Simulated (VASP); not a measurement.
ZrB2:

```
Zr B
1.0
     3.17000    0.00000    0.00000
    -1.58500    2.74530    0.00000
     0.00000    0.00000    3.53300
Zr B
1 2
Direct
  0.00000 0.00000 0.00000
  0.66667 0.33333 0.50000
  0.33333 0.66667 0.50000
```

Base run:

- Program: VASP 6.6.1
- Functional: b88 exchange, pbe correlation
- Potentials or basis: VASP PAW PBE potentials, release 64 (Zr_sv, B)
- Cutoff: 500 eV
- k mesh: 10 × 10 × 8
- Occupations: fermi-dirac, width 0.05 eV
- Spin: no spin polarisation

Its results: band gap on the k mesh zero (bands 9 and 10 overlap by 0.81 eV); pressure 1.4 GPa.

After a change of settings the same cell gave: band gap on the k mesh zero (bands 9 and 10 overlap by 0.80 eV); pressure -8.3 GPa. Which change was it?
A. functional from b88 exchange, pbe correlation to LDA; potentials or basis from VASP PAW PBE potentials, release 64 (Zr_sv, B) to VASP PAW LDA potentials, release 64 (Zr_sv, B); cutoff from 500 eV to 520 eV
B. functional from b88 exchange, pbe correlation to r2SCAN; cutoff from 500 eV to 520 eV
C. functional from b88 exchange, pbe correlation to PBE-based screened hybrid with 35 % exact exchange; cutoff from 500 eV to 520 eV; k mesh from 10 × 10 × 8 to 6 × 6 × 4
D. functional from b88 exchange, pbe correlation to r2SCAN; cutoff from 500 eV to 520 eV; dispersion from none to rVV10

A.

Caveats: the PAW data sets were made with another functional, which shifts forces and pressure a little (at least some runs); the cell stands under tension (at least some runs).
